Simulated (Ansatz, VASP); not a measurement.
# One calculation of Cu, two programs

INCAR

```
SYSTEM = Cu
ALGO = Fast ; EDIFF = 1E-6
ENCUT = 520 ; GGA = PE
ISIF = 2 ; ISMEAR = 0
LASPH = .True. ; LCHARG = .False.
LREAL = .False. ; LWAVE = .False.
NBANDS = 18 ; NELM = 100
PREC = Accurate ; SIGMA = 0.15
```

The input KPOINTS:

```
k-points
0
Gamma
  21 21 12
  0 0 0
```

The input POSCAR:

```
Cu
1.0
    2.6728930877      0.0000000000      0.0000000000
   -1.3364465439      2.3147933156      0.0000000000
    0.0000000000      0.0000000000      3.8687454552
Cu
2
Direct
    0.3333333333      0.6666666667      0.2500000000
    0.6666666667      0.3333333333      0.7500000000
```

Input for Ansatz:

```yaml
crystal:
  lattice:
    - [2.6728930877, 0.0, 0.0]
    - [-1.3364465439, 2.3147933156, 0.0]
    - [0.0, 0.0, 3.8687454552]
  atoms:
    - { symbol: Cu, position: [0.3333333333, 0.6666666667, 0.25] }
    - { symbol: Cu, position: [0.6666666667, 0.3333333333, 0.75] }
basis:
  ecutwfc: 520.0
kpoints:
  mp_grid: { grid: [21, 21, 12] }
hamiltonian:
  xc: pbe
scf:
  occupations: { method: gaussian, width: 0.15 }
output:
  forces: true
  stress: true
  eigenvalues: true
```

Alike in both runs: task single point; functional PBE; k mesh 21 × 21 × 12; occupations gaussian, width 0.15 eV; no spin polarisation.

|  | VASP | Ansatz |
| --- | --- | --- |
| version | VASP 6.6.1 | Ansatz 0.2.0 |
| potentials or method | VASP PAW PBE potentials, release 64 (Cu), cutoff 520 eV | scalar-relativistic, plane waves, PAW |
| valence electrons in the cell | 22 | 38 |

```tsv
	VASP	Ansatz	Ansatz less VASP
gap on the k mesh at the Fermi level (eV)	none	none	-
pressure (GPa)	3.2	2.3	-0.85
traceless stress, the component that is largest in VASP (GPa)	11.19	11.26	+0.075
```

A gap of «none» marks a metal or a gap that the smearing closes. VASP's potentials hold 22 valence electrons a cell and Ansatz's 38, so a difference there can come from the potentials and not from the codes.
